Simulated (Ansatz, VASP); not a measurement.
One calculation of Sb, two programs

```
Sb
1.0
     3.28356    0.00000    0.00000
    -1.64178    2.84365    0.00000
     0.00000    0.00000    3.07912
Sb
1
Cartesian
  0.0000 0.0000 1.5396
```

Change from the starting cell: the structure that the rattled cell fell into.

Alike in both runs: task relaxation of cell and atoms; functional PBE; k mesh 18 × 18 × 18; occupations gaussian, width 0.1 eV; no spin polarisation.

|  | VASP | Ansatz |
| --- | --- | --- |
| version | VASP 6.6.1 | Ansatz 0.2.0 |
| potentials or method | VASP PAW PBE potentials, release 64 (Sb), cutoff 600 eV | scalar-relativistic, plane waves, PAW |
| valence electrons in the cell | 5 | 15 |

Ansatz gave:

- gap on the k mesh at the Fermi level, each at its own relaxed structure (eV): none
- relaxed volume (Å³/atom): 29.15
- relaxed cell length with the largest relative difference (Å): 3.282

**Question.** What did VASP give for the same quantities?

**Answer.** gap on the k mesh at the Fermi level, each at its own relaxed structure (eV): none; relaxed volume (Å³/atom): 29.11; relaxed cell length with the largest relative difference (Å): 3.280.

A gap of «none» marks a metal or a gap that the smearing closes. VASP's potentials hold 5 valence electrons a cell and Ansatz's 15, so a difference there can come from the potentials and not from the codes.

Neither program's run includes spin-orbit coupling.
